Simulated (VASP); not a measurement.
A run of VASP 6.6.1 is set up as follows.

The input INCAR:

```
SYSTEM = LaGa2
  PREC = Accurate
  ENCUT = 520
  EDIFF = 1E-8
  ISMEAR = -1
  SIGMA = 0.08
  LREAL = .FALSE.
  LASPH = .TRUE.
  NELM = 100
  ALGO = Normal
  ISIF = 2
  LWAVE = .FALSE.
  LCHARG = .FALSE.
  GGA = CA
  LEFG = .TRUE.
  NBANDS = 26
```

File KPOINTS:

```
Automatic mesh
0
G
  10 10 8
  0 0 0
```

The input POSCAR:

```
LaGa2
1.0
    4.2257542717      0.0000000000      0.0000000000
   -2.1128771358      3.6596105494      0.0000000000
    0.0000000000      0.0000000000      4.3460024019
La Ga
1 2
Direct
    0.0000000000      0.0000000000      0.0000000000
    0.3333333333      0.6666666667      0.5000000000
    0.6666666667      0.3333333333      0.5000000000
```

Potentials or basis: VASP PAW LDA potentials, release 64 (La, Ga_d).

Command:

```sh
$ cat potpaw_LDA.64/La/POTCAR potpaw_LDA.64/Ga_d/POTCAR > POTCAR
$ mpirun -np 1 vasp_std > vasp.out
```

Q: What does it give for the pressure?

A: 0.1 GPa.

Stress tensor (GPa, compression positive):
```
0.19 0.00 0.00
0.00 0.19 0.00
0.00 0.00 0.03
```

Caveat: without QUAD_EFG the Cq values of the log hold for a quadrupole moment of 1 mb, not for the nuclei.
